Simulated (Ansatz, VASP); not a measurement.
RbBr: VASP beside Ansatz

File INCAR:

```
PREC = Accurate
ENCUT = 520
EDIFF = 1E-7
ISMEAR = 0
SIGMA = 0.05
LREAL = F
LASPH = T
NELM = 100
ALGO = Normal
ISIF = 2
LWAVE = F
LCHARG = F
GGA = PE
NBANDS = 15
```

File KPOINTS:

```
regular mesh
0
Gamma
  8 8 8
```

The input POSCAR:

```
RbBr
1.0
   -0.0104268822      3.5100537019      3.4940452496
    3.5273941664      0.0040634155      3.4795549519
    3.5211148003      3.4892840381      0.0103427816
Rb Br
1 1
Direct
    0.5018900408      0.5070292969      0.4907754176
   -0.0018900408     -0.0070292969      0.0092245824
```

Input for Ansatz:

```yaml
crystal:
  lattice:
    - [-0.0104268822, 3.5100537019, 3.4940452496]
    - [3.5273941664, 0.0040634155, 3.4795549519]
    - [3.5211148003, 3.4892840381, 0.0103427816]
  atoms:
    - { symbol: Rb, position: [0.5018900408, 0.5070292969, 0.4907754176] }
    - { symbol: Br, position: [-0.0018900408, -0.0070292969, 0.0092245824] }
basis:
  ecutwfc: 420
  ecutrho_ratio: 4
kpoints:
  mp_grid: { grid: [8, 8, 8] }
hamiltonian:
  xc: pbe
scf:
  occupations: { method: gaussian, width: 0.05 }
output:
  forces: true
  stress: true
  eigenvalues: true
```

Change from the starting cell: all atoms moved at random (sigma 0.1 Å), cell strained at random (1 %).

Alike in both runs: task single point; functional PBE; k mesh 8 × 8 × 8; occupations gaussian, width 0.05 eV; no spin polarisation.

|  | VASP | Ansatz |
| --- | --- | --- |
| version | VASP 6.6.1 | Ansatz 0.2.0 |
| potentials or method | VASP PAW PBE potentials, release 64 (Rb_sv, Br), cutoff 520 eV | scalar-relativistic, plane waves, PAW |
| valence electrons in the cell | 16 | 16 |

|  | VASP | Ansatz | Ansatz less VASP |
| --- | --- | --- | --- |
| gap on the k mesh at the Fermi level (eV) | 4.19 | 4.20 | +0.002 |
| least direct gap on the mesh (eV) | 4.19 | 4.20 | +0.002 |
| pressure (GPa) | 0.1 | 0.1 | -0.02 |
| traceless stress, the component that is largest in VASP (GPa) | -0.20 | -0.20 | +0.002 |
| rms of the force components (eV/Å) | 0.046 | 0.046 | -0.0005 |

Atom by atom the forces differ by 0.001 eV/Å (rms over components).
